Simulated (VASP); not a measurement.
# SiO2 (I4_1/amd) in VASP: electric field gradients with LDA

Aim: the electric field gradients of SiO2 with LDA.

Everything below comes from runs of VASP 6.6.1. Logs are shortened: lines on timing, memory, paths and dates and some standing lists are left out, and cuts for length are marked.

## (1) The cell of the first run

The structure is tetragonal, space group I4_1/amd (No. 141). Conventional cell: a = 7.122 Å, b = 7.122 Å, c = 17.770 Å, α = 90.00°, β = 90.00°, γ = 90.00°. Within 2.1 Å of Si (site symmetry m) lie 4 O at 1.60 to 1.61 Å. Within 2.1 Å of O (site symmetry 2mm) lie 2 Si at 1.60 Å. Within 2.1 Å of O (site symmetry 2) lie 2 Si at 1.61 Å. Within 2.1 Å of O (site symmetry 2/m) lie 2 Si at 1.61 Å.

## (2) Electric field gradients, LDA

The input, INCAR:

```
SYSTEM = SiO2
PREC = Accurate
ENCUT = 520
EDIFF = 1E-8
ISMEAR = -1
SIGMA = 0.02
LREAL = Auto
LASPH = .True.
NELM = 100
ALGO = Normal
ISIF = 2
LWAVE = .False.
LCHARG = .False.
LEFG = .True.
NBANDS = 82
```

The input, KPOINTS:

```
regular mesh
0
Gamma
  4 4 4
  0 0 0
```

The input, POSCAR:

```
SiO2
1.0
   -3.5609544500      3.5609544500      8.8850500900
    3.5609544500     -3.5609544500      8.8850500900
    3.5609544500      3.5609544500     -8.8850500900
Si O
8 16
Direct
    0.4341261800      0.2145023150      0.2196238650
    0.9645023150      0.2448784500      0.2803761350
    0.9645023150      0.6841261800      0.7196238650
    0.3158738200      0.0354976850      0.2803761350
    0.7551215500      0.0354976850      0.7196238650
    0.9948784500      0.2145023150      0.7803761350
    0.7854976850      0.0051215500      0.2196238650
    0.7854976850      0.5658738200      0.7803761350
    0.2340521850      0.2340521850      0.0000000000
    0.9840521850      0.4840521850      0.5000000000
    0.5159478150      0.0159478150      0.5000000000
    0.7659478150      0.7659478150      0.0000000000
    0.5643305950      0.0643305950      0.1286611900
    0.8143305950      0.1856694050      0.0000000000
    0.1856694050      0.8143305950      0.0000000000
    0.9356694050      0.4356694050      0.8713388100
    0.1856694050      0.1856694050      0.3713388100
    0.9356694050      0.0643305950      0.5000000000
    0.5643305950      0.4356694050      0.5000000000
    0.8143305950      0.8143305950      0.6286611900
    0.3750000000      0.1250000000      0.2500000000
    0.8750000000      0.1250000000      0.2500000000
    0.8750000000      0.6250000000      0.7500000000
    0.8750000000      0.1250000000      0.7500000000
```

Potentials or basis: VASP PAW LDA potentials, release 64 (Si, O).

The run is started by

```console
cat potpaw_LDA.64/Si/POTCAR potpaw_LDA.64/O/POTCAR > POTCAR
mpirun -np 1 vasp_std > vasp.out
```

OUTCAR:

```text
SYSTEM = SiO2
   PREC = Accurate
   ENCUT = 520
   EDIFF = 1E-8
   ISMEAR = -1
   LREAL = Auto
   LASPH = .True.
   NELM = 100
   ISIF = 2

 ion  position               nearest neighbor table
   1  0.434  0.215  0.220-   9 1.60  21 1.61  19 1.61  13 1.61   8 3.09   7 3.09   6 3.13
   2  0.965  0.245  0.280-  10 1.60  22 1.61  14 1.61  17 1.61   5 3.09   4 3.09   3 3.13
   3  0.965  0.684  0.720-  10 1.60  23 1.61  20 1.61  15 1.61   4 3.09   5 3.09   2 3.13
   4  0.316  0.035  0.280-  11 1.60  21 1.61  17 1.61  15 1.61   3 3.09   2 3.09   5 3.13
   5  0.755  0.035  0.720-  11 1.60  24 1.61  14 1.61  20 1.61   2 3.09   3 3.09   4 3.13
   6  0.995  0.215  0.780-   9 1.60  24 1.61  18 1.61  16 1.61   7 3.09   8 3.09   1 3.13
   7  0.785  0.005  0.220-  12 1.60  22 1.61  18 1.61  13 1.61   6 3.09   1 3.09   8 3.13
   8  0.785  0.566  0.780-  12 1.60  23 1.61  19 1.61  16 1.61   1 3.09   6 3.09   7 3.13
   9  0.234  0.234  0.000-   6 1.60   1 1.60
  10  0.984  0.484  0.500-   2 1.60   3 1.60
  11  0.516  0.016  0.500-   5 1.60   4 1.60
  12  0.766  0.766  0.000-   7 1.60   8 1.60
  13  0.564  0.064  0.129-   1 1.61   7 1.61
  14  0.814  0.186  0.000-   2 1.61   5 1.61
[... 8 lines left out ...]
  23  0.875  0.625  0.750-   3 1.61   8 1.61
  24  0.875  0.125  0.750-   5 1.61   6 1.61

  LATTYP: Found a body centered tetragonal cell.
 ALAT       =     7.1219089000
 C/A-ratio  =     2.4951316325

  Lattice vectors:

 A1 = (  -3.5609544500,   3.5609544500,   8.8850500900)
 A2 = (   3.5609544500,  -3.5609544500,   8.8850500900)
 A3 = (   3.5609544500,   3.5609544500,  -8.8850500900)

Analysis of symmetry for initial positions (statically):
=====================================================================
 Subroutine PRICEL returns:
 Original cell was already a primitive cell.

 Routine SETGRP: Setting up the symmetry group for a
 body centered tetragonal supercell.

 Subroutine GETGRP returns: Found 16 space group operations
 (whereof  8 operations were pure point group operations)
 out of a pool of 16 trial point group operations.

The static configuration has the point symmetry D_2d.
 The point group associated with its full space group is D_4h.

Analysis of symmetry for dynamics (positions and initial velocities):
=====================================================================
 Subroutine PRICEL returns:
 Original cell was already a primitive cell.

 Routine SETGRP: Setting up the symmetry group for a
 body centered tetragonal supercell.

 Subroutine GETGRP returns: Found 16 space group operations
 (whereof  8 operations were pure point group operations)
 out of a pool of 16 trial point group operations.

The dynamic configuration has the point symmetry D_2d.
 The point group associated with its full space group is D_4h.

 Subroutine INISYM returns: Found 16 space group operations
 (whereof  8 operations are pure point group operations),
 and found     1 'primitive' translations

----------------------------------------------------------------------------------------

                                     Primitive cell

  volume of cell :     450.6638

  direct lattice vectors                    reciprocal lattice vectors
    -3.560954450  3.560954450  8.885050090     0.000000000  0.140411793  0.056274303
     3.560954450 -3.560954450  8.885050090     0.140411793  0.000000000  0.056274303
     3.560954450  3.560954450 -8.885050090     0.140411793  0.140411793  0.000000000

  length of vectors
    10.212977445 10.212977445 10.212977445     0.151268863  0.151268863  0.198572262

  position of ions in fractional coordinates (direct lattice)
     0.434126180  0.214502315  0.219623865
     0.964502315  0.244878450  0.280376135
     0.964502315  0.684126180  0.719623865
     0.315873820  0.035497685  0.280376135
     0.755121550  0.035497685  0.719623865
     0.994878450  0.214502315  0.780376135
[... 16 lines left out ...]
     0.875000000  0.625000000  0.750000000
     0.875000000  0.125000000  0.750000000

  ion indices of the primitive-cell ions
[... 91 lines left out ...]
   ISIF   =      2    stress and relaxation
   ISYM   =      2    0-nonsym 1-usesym 2-fastsym
   POTIM  = 0.5000    time-step for ionic-motion
   TEBEG  =    0.0;   TEEND  =   0.0 temperature during run
   PSTRESS=    0.0 pullay stress
   NELECT =     128.0000    total number of electrons
   NUPDOWN=      -1.0000    fix difference up-down
   EMIN   =  10.00;   EMAX   =-10.00  energy-range for DOS
   EFERMI =   0.00;   METHOD = LEGACY
   ISMEAR =    -1;   SIGMA  =   0.02  broadening in eV -4-tet -1-fermi 0-gaus
   EFERMI_NEDOS =   21; number of points for ismear=-14 and -15
   IALGO  =     38    algorithm
   IMIX   =      4    mixing-type and parameters
     AMIX     =   0.40;   BMIX     =  1.00
     AMIX_MAG =   1.60;   BMIX_MAG =  1.00
  volume/ion in A,a.u.               =      18.78       126.72
  Fermi-wavevector in a.u.,A,eV,Ry     =   1.076120  2.033571 15.756004  1.158034
  Thomas-Fermi vector in A             =   2.211995
   LORBIT       =      0    0 simple, 1 ext, 2 COOP (PROOUT), +10 PAW based schemes
   GGA     = CA    functional components
   LHFCALC =     F    Hartree Fock is set to
   AEXX    =    0.0000 exact exchange contribution
   IVDW    =     0    specifies the selected vdW correction
   LEPSILON=     F    determine dielectric tensor
   LRPA    =     F    only Hartree local field effects (RPA)
 non-spin polarized calculation
  energy-cutoff  :      520.00
  volume of cell :      450.66
 maximum number of plane-waves:     12198
 NGX is ok and might be reduce to    80
   NGX = 37   NGY = 37   NGZ = 37

 number of electron     127.9999999 magnetization

 Free energy of the ion-electron system (eV)
  ---------------------------------------------------
  ext. energy  EPLUGINS =         0.00000000
  ---------------------------------------------------
  free energy    TOTEN  =      -207.13135547 eV

  energy without entropy =     -207.13135547  energy(sigma->0) =     -207.13135547

 E-fermi :  -1.4945     XC(G=0):  -7.2967

 val. band max:       -2.0370007898   @ k =   0.0000   0.0000   0.0000
 cond. band min:       3.6353771059   @ k =   0.0000   0.0000   0.0000
 fundamental gap:      5.6723778957
 Fermi energy:        -1.4945467471

 k-point     1 :       0.0000    0.0000    0.0000
  band No.  band energies     occupation
      1     -21.1707      2.00000
      2     -20.7393      2.00000
      3     -20.2991      2.00000
      4     -20.1943      2.00000
      5     -20.1943      2.00000
      6     -19.7577      2.00000
[... 1016 lines left out ...]
     75       7.3873      0.00000
     76       7.3873      0.00000
 [bands above 76 left out]

------------------------ aborting loop because EDIFF is reached ----------------------------------------

  FORCE on cell =-STRESS in cart. coord.  units (eV):
  Direction    XX          YY          ZZ          XY          YZ          ZX
  --------------------------------------------------------------------------------------
  -------------------------------------------------------------------------------------
  Total       -2.2313489     -2.2313489     -2.1860320      0.0000000      0.0000000      0.0000000
  in kB       -7.9327791     -7.9327791     -7.7716705      0.0000000      0.0000000      0.0000000
  external PRESSURE =      -7.8790762 kB  Pullay stress =       0.0000000 kB

 VOLUME and BASIS-vectors are now :
 -----------------------------------------------------------------------------
  energy-cutoff  :      520.00
  volume of cell :      450.66
      direct lattice vectors                 reciprocal lattice vectors
    -3.560954450  3.560954450  8.885050090     0.000000000  0.140411793  0.056274303
     3.560954450 -3.560954450  8.885050090     0.140411793  0.000000000  0.056274303
     3.560954450  3.560954450 -8.885050090     0.140411793  0.140411793  0.000000000

 POSITION                                       TOTAL-FORCE (eV/Angst)
 -----------------------------------------------------------------------------------
     -0.00000      1.56414      3.81173        -0.000000      0.041563     -0.012262
     -1.56414      3.56095      8.25425        -0.041563      0.000000     -0.012262
      1.56414      3.56095      8.25425         0.041563      0.000000     -0.012262
      0.00000      1.99681      0.63080        -0.000000     -0.041563      0.012262
      0.00000      5.12510      0.63080        -0.000000      0.041563      0.012262
     -0.00000      5.55777      3.81173        -0.000000     -0.041563     -0.012262
[... 16 lines left out ...]
      1.78048      3.56095      6.66379        -0.000000      0.000000     -0.000000
      0.00000      5.34143      2.22126        -0.000000      0.000000     -0.000000
 -----------------------------------------------------------------------------------
    total drift:                               -0.000000     -0.000000     -0.000000

  FREE ENERGIE OF THE ION-ELECTRON SYSTEM (eV)
  ---------------------------------------------------
  free  energy   TOTEN  =      -207.1313554667 eV

  energy  without entropy=     -207.1313554667  energy(sigma->0) =     -207.13135547

 Electric field gradients (V/A^2)
---------------------------------------------------------------------
 ion       V_xx      V_yy      V_zz      V_xy      V_xz      V_yz
---------------------------------------------------------------------
   1       4.815    -7.803     2.988    -0.000    -0.000    -4.171
   2      -7.803     4.815     2.988    -0.000     4.171    -0.000
   3      -7.803     4.815     2.988    -0.000    -4.171    -0.000
   4       4.815    -7.803     2.988    -0.000    -0.000    -4.171
   5       4.815    -7.803     2.988    -0.000    -0.000     4.171
   6       4.815    -7.803     2.988    -0.000    -0.000     4.171
[... 16 lines left out ...]
  23     -40.548   -49.802    90.351     0.003   -19.129     0.001
  24     -49.802   -40.549    90.351     0.003     0.002    19.133
---------------------------------------------------------------------

 Electric field gradients after diagonalization (V/A^2)
 (convention: |V_zz| > |V_xx| > |V_yy|)
----------------------------------------------------------------------
 ion       V_xx      V_yy      V_zz     asymmetry (V_yy - V_xx)/ V_zz
----------------------------------------------------------------------
   1       4.815     4.413    -9.227       0.044
   2       4.815     4.412    -9.227       0.044
   3       4.815     4.413    -9.227       0.044
   4       4.815     4.413    -9.227       0.044
   5       4.815     4.412    -9.227       0.044
   6       4.815     4.412    -9.227       0.044
[... 16 lines left out ...]
  23     -49.802   -43.286    93.089       0.070
  24     -49.802   -43.288    93.090       0.070
----------------------------------------------------------------------

           NMR quadrupolar parameters

 Cq : quadrupolar parameter    Cq=e*Q*V_zz/h
 eta: asymmetry parameters     (V_yy - V_xx)/ V_zz
 Q  : nuclear electric quadrupole moment in mb (millibarn)
----------------------------------------------------------------------
 ion       Cq(MHz)       eta       Q (mb)
----------------------------------------------------------------------
   1      -0.022       0.044       1.000
   2      -0.022       0.044       1.000
   3      -0.022       0.044       1.000
   4      -0.022       0.044       1.000
   5      -0.022       0.044       1.000
   6      -0.022       0.044       1.000
[... 16 lines left out ...]
  23       0.225       0.070       1.000
  24       0.225       0.070       1.000
----------------------------------------------------------------------
```

Run time: 68 min. Hardware: 1 thread of Intel Xeon 8259CL, shared host; peak memory 0.84 GiB.

What came out:

| Item | Value |
| --- | --- |
| Free energy | -207.1314 eV |
| Pressure | -0.8 GPa |
| Largest force | 0.044 eV/Å |
| Band gap on the k mesh | 5.67 eV |
| Largest electric field gradient by atom | Si -9.2; O +90.9, +87.6, +93.1 (each value once) V/Å² |

Forces in eV/Å, atoms in the order of the input:
```
Si   0.000  0.042 -0.012
Si  -0.042  0.000 -0.012
Si   0.042  0.000 -0.012
Si   0.000 -0.042  0.012
Si   0.000  0.042  0.012
Si   0.000 -0.042 -0.012
Si   0.042  0.000  0.012
Si  -0.042  0.000  0.012
O    0.000  0.000 -0.022
O    0.000  0.000 -0.022
O    0.000  0.000  0.022
O    0.000  0.000  0.022
O    0.031  0.031  0.000
O   -0.031  0.031  0.000
O    0.031 -0.031  0.000
O   -0.031 -0.031  0.000
O   -0.031 -0.031  0.000
O    0.031 -0.031  0.000
O   -0.031  0.031  0.000
O    0.031  0.031  0.000
O    0.000  0.000  0.000
O    0.000  0.000  0.000
O    0.000  0.000  0.000
O    0.000  0.000  0.000
```

Electric field gradients, principal values (V/Å²):
```csv
atom,least,middle,greatest (by size)
1 Si,4.413,4.815,-9.227
2 Si,4.412,4.815,-9.227
3 Si,4.413,4.815,-9.227
4 Si,4.413,4.815,-9.227
5 Si,4.412,4.815,-9.227
6 Si,4.412,4.815,-9.227
7 Si,4.412,4.815,-9.227
8 Si,4.413,4.815,-9.227
9 O,-42.681,-48.221,90.902
10 O,-42.681,-48.221,90.902
11 O,-42.681,-48.221,90.902
12 O,-42.681,-48.221,90.902
13 O,-36.227,-51.349,87.576
14 O,-36.226,-51.350,87.576
15 O,-36.226,-51.353,87.579
16 O,-36.227,-51.349,87.576
17 O,-36.227,-51.349,87.576
18 O,-36.226,-51.350,87.576
19 O,-36.226,-51.353,87.579
20 O,-36.227,-51.349,87.576
21 O,-43.286,-49.802,93.089
22 O,-43.288,-49.802,93.090
23 O,-43.286,-49.802,93.089
24 O,-43.288,-49.802,93.090
```

Caveat: without QUAD_EFG the Cq values of the log hold for a quadrupole moment of 1 mb, not for the nuclei. A k mesh can miss the band edges.
